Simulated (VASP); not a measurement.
Zn11Cd5Te16: single point with PBEsol

Zn11Cd5Te16:

```xyz
32
Lattice="12.3859 0.0000 0.0000 0.0000 12.3859 0.0000 0.0000 0.0000 6.1929" Properties=species:S:1:pos:R:3 pbc="T T T"
Zn    0.1165   12.3805    6.1261
Zn    6.2077    6.2646    0.0102
Zn    3.0082    3.1141    6.1086
Zn    3.1491    9.3729    6.1867
Zn    9.3481    3.1546    6.1501
Zn    9.1958    9.1554    0.0241
Zn    3.0367    0.0345    2.9860
Zn    3.0638    6.2724    3.0370
Zn   12.2737    3.1143    3.1706
Zn    0.0961    9.4479    3.1179
Zn    6.2175    9.2598    3.0754
Cd   12.2311    6.2924    0.0561
Cd    6.2541    0.0486    6.1322
Cd    9.2431    0.0548    2.9662
Cd    9.2395    6.2606    3.1950
Cd    6.2920    3.0741    3.1293
Te    1.5024    1.4701    1.4906
Te    1.5461    7.7593    1.3532
Te    7.7171    1.6377    1.5548
Te    7.7975    7.7591    1.4827
Te    4.6199    4.5807    1.5281
Te    4.7957   10.7639    1.6552
Te   10.8592    4.7279    1.4302
Te   10.8757   10.8963    1.6804
Te    4.5511    1.6465    4.6693
Te    4.6005    7.6759    4.7580
Te   10.9045    1.4351    4.5487
Te   10.8609    7.6932    4.7232
Te    1.3606    4.6644    4.5912
Te    1.5749   10.8986    4.6093
Te    7.8347    4.6346    4.7331
Te    7.8624   10.8536    4.5017
```

```yaml
Program: VASP 6.6.1
Task: single point
Functional: PBEsol
Potentials_or_basis: VASP PAW PBE potentials, release 64 (Zn, Cd, Te)
Cutoff: 500 eV
k_mesh: 1 × 1 × 1, shifted
Occupations: fermi-dirac, width 0.05 eV
Spin: no spin polarisation
```

The pressure is 1.6 GPa and the largest force is 3.270 eV/Å. The band gap on the k mesh is 2.25 eV.

Forces in eV/Å, atoms in the order of the input:
```
Zn  -0.650 -0.201  0.238
Zn  -0.083 -0.626  0.229
Zn  -0.327  0.274  0.278
Zn   0.058  0.097  0.103
Zn   0.408 -0.568  0.164
Zn   0.948  1.084 -0.607
Zn   0.507 -0.086  0.238
Zn  -0.102 -0.359 -0.053
Zn   0.109  0.004 -0.693
Zn  -0.246 -0.787 -0.222
Zn   0.265 -0.492  0.617
Cd   1.685 -0.594 -0.281
Cd  -0.250 -0.400 -0.213
Cd   0.127  0.450  0.106
Cd   0.396 -0.324 -0.658
Cd  -0.854  0.739  0.599
Te   0.118  0.876  0.144
Te   0.983  1.160  1.718
Te   0.996  0.284 -1.584
Te  -1.285 -0.051  0.382
Te  -0.368  0.826 -0.327
Te  -1.200  0.391 -0.416
Te  -1.206 -2.254  1.904
Te   0.835 -1.189 -1.917
Te  -0.561 -0.666 -0.363
Te   0.208  0.417 -0.859
Te   0.036  0.890  1.239
Te  -0.734  2.802 -1.517
Te   1.184 -0.108 -0.284
Te   0.661 -0.238  0.207
Te  -0.823  0.126  0.668
Te  -0.835 -1.478  1.161
```

Stress tensor (GPa, compression positive):
```
 1.66  0.12  0.39
 0.12  1.63 -0.56
 0.39 -0.56  1.60
```

Levels at points of the mesh, in eV from the valence-band top:
```
           k point  band 142  band 143  band 144  band 145  band 146  band 147
(0.25, 0.25, 0.25)     -0.24     -0.15     -0.01      2.25      2.44      2.58
```

Wall time 27 min on 1 thread of Intel(R) Xeon(R) Platinum 8259CL CPU @ 2.50GHz (Skylake/Cascade Lake) (shared host), peak memory 0.98 GiB.

Caveat: the PAW data sets were made with another functional, which shifts forces and pressure a little; spin-orbit coupling is left out, which moves the levels of the heavy elements; a shifted mesh leaves out Γ, where band edges can lie. A k mesh can miss the band edges.
